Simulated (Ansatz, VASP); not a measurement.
## Al: VASP beside Ansatz

The input INCAR:

```
SYSTEM = Al
PREC = Accurate ; ENCUT = 520
EDIFF = 1E-6 ; ISMEAR = 0
SIGMA = 0.15 ; LREAL = .FALSE.
LASPH = .TRUE. ; NELM = 100
ALGO = Fast ; ISIF = 2
LWAVE = .FALSE. ; LCHARG = .FALSE.
GGA = PS ; NBANDS = 14
```

The input KPOINTS:

```
regular mesh
0
G
  16 16 5
  0 0 0
```

The input POSCAR:

```
Al
1.0
   -1.6063180831      1.6063180831     -1.6063180831
   -1.6063180831     -1.6063180831      1.6063180831
   -0.8031590416      6.2646405243      6.5859041409
Al
4
Direct
   -0.1750000000     -0.2625000000      0.8750000000
    0.4750000000      0.4625000000      0.1250000000
   -0.0750000000     -0.1125000000      0.3750000000
    0.3750000000      0.3125000000      0.6250000000
```

Input for Ansatz:

```yaml
crystal:
  lattice:
    - [-1.6063180831, 1.6063180831, -1.6063180831]
    - [-1.6063180831, -1.6063180831, 1.6063180831]
    - [-0.8031590416, 6.2646405243, 6.5859041409]
  atoms:
    - { symbol: Al, position: [-0.175, -0.2625, 0.875] }
    - { symbol: Al, position: [0.475, 0.4625, 0.125] }
    - { symbol: Al, position: [-0.075, -0.1125, 0.375] }
    - { symbol: Al, position: [0.375, 0.3125, 0.625] }
basis:
  ecutwfc: 420
kpoints:
  mp_grid: { grid: [16, 16, 5] }
hamiltonian:
  xc: pbesol
  pseudopotentials: { kind: paw, azcp: { folder: soft_1 } }
scf:
  occupations: { method: gaussian, width: 0.15 }
output:
  forces: true
  stress: true
  eigenvalues: true
```

Alike in both runs: task single point; functional PBEsol; k mesh 16 × 16 × 5; occupations gaussian, width 0.15 eV; no spin polarisation.

```csv
,VASP,Ansatz
version,VASP 6.6.1,Ansatz 0.2.0
potentials or method,"VASP PAW PBE potentials, release 64 (Al), cutoff 520 eV","scalar-relativistic, plane waves, PAW"
valence electrons in the cell,12,12
```

```csv
,VASP,Ansatz,Ansatz less VASP
gap on the k mesh at the Fermi level (eV),none,none,-
pressure (GPa),2.2,2.1,-0.09
"traceless stress, the component that is largest in VASP (GPa)",2.53,2.51,-0.017
rms of the force components (eV/Å),0.547,0.544,-0.0030
```

VASP's potentials were made for PBE, not for PBEsol, and Ansatz warns of the same on its side. Atom by atom the forces differ by 0.003 eV/Å (rms over components). A gap of «none» marks a metal or a gap that the smearing closes.
